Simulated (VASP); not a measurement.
Wanted: the native input for a VASP 6.6.1 run.

```
Task                   : single point
Functional             : PBEsol
Potentials or basis    : VASP PAW PBE potentials, release 64 (Sn_d)
Cutoff                 : 520 eV
k mesh                 : 8 × 8 × 8
Occupations            : fermi-dirac, width 0.1 eV
Spin                   : no spin polarisation
Dipole correction      : no
Further INCAR settings : ALGO = Normal; EDIFF = 1e-06; NBANDS = 13
```

The structure of Sn lies in POSCAR:

```
Sn
1.0
   -1.9341067669      1.8562088451      1.9154921701
    1.9341067669     -1.8562088451      1.9154921701
    1.9341067669      1.8562088451     -1.9154921701
Sn
1
Direct
    0.0033238040     -0.0009931105     -0.0019548735
```

One way to write it, as run:

INCAR

```
SYSTEM = Sn
PREC = Accurate
ENCUT = 520
EDIFF = 1E-6
ISMEAR = -1
SIGMA = 0.1
LREAL = .False.
LASPH = .True.
NELM = 60
ALGO = Normal
ISIF = 2
LWAVE = .False.
LCHARG = .False.
GGA = PS
NBANDS = 13
```

KPOINTS

```
Automatic mesh
0
Gamma
  8 8 8
  0 0 0
```

Potentials or basis: VASP PAW PBE potentials, release 64 (Sn_d).

Launch:

```bash
$ cat potpaw_PBE.64/Sn_d/POTCAR > POTCAR
$ mpirun -np 1 vasp_std > vasp.out
```

It gave:

- Pressure: -2.3 GPa
- Band gap on the k mesh: zero (band 7 reaches 15.51 eV, above the bottom of band 8 at 5.62 eV)

Caveat: the PAW data sets were made with another functional, which shifts forces and pressure a little; spin-orbit coupling is left out, which moves the levels of the heavy elements.

Wall time 22 s on 1 thread of Intel(R) Xeon(R) 6975P-C (Granite Rapids), on a shared host, peak memory 0.16 GiB.
